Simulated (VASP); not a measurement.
Runs of VASP 6.6.1 on Br. The structure is that of space group I4/mmm (No. 139), or close to it. The cells are those of the table. 

```csv
cell,gap on the mesh (eV),pressure (GPa)
"a = 3.970 Å, angles 136.6, 136.6, 63.1°, 1 atom",none,(b)
"a = 4.066 Å, angles 139.8, 139.8, 58.2°, 1 atom",none,2.0
"a = 3.844 Å, angles 134.3, 134.3, 66.6°, 1 atom",none,-3.2
"a = 4.337 Å, angles 143.7, 143.7, 52.3°, 1 atom",none,6.6
"a = 4.216 Å, angles 141.3, 141.3, 55.9°, 1 atom",none,(a)
```

Alike in all rows: task single point; level PBE+D3(BJ); potentials or basis VASP PAW PBE potentials, release 64 (Br); no spin polarisation; k mesh 22 × 22 × 22; cutoff (eV) 520; smearing gaussian 0.15 eV.

Question: Fill in the values left out.

Answer: (a) 1.7; (b) -2.6.

Caveats: an odd number of electrons without spin polarisation forces a metal; a magnetic or distorted state may lie lower; the stress differs along the axes, from -4 to 1 GPa (at least some runs); the stress differs along the axes, from -6 to 3 GPa (at least some runs); the stress differs along the axes, from -1 to 11 GPa (at least some runs).

A k mesh can miss the band edges, and the runs leave out spin-orbit coupling on Br.

A gap of «none» marks levels without a gap at the run's occupations.
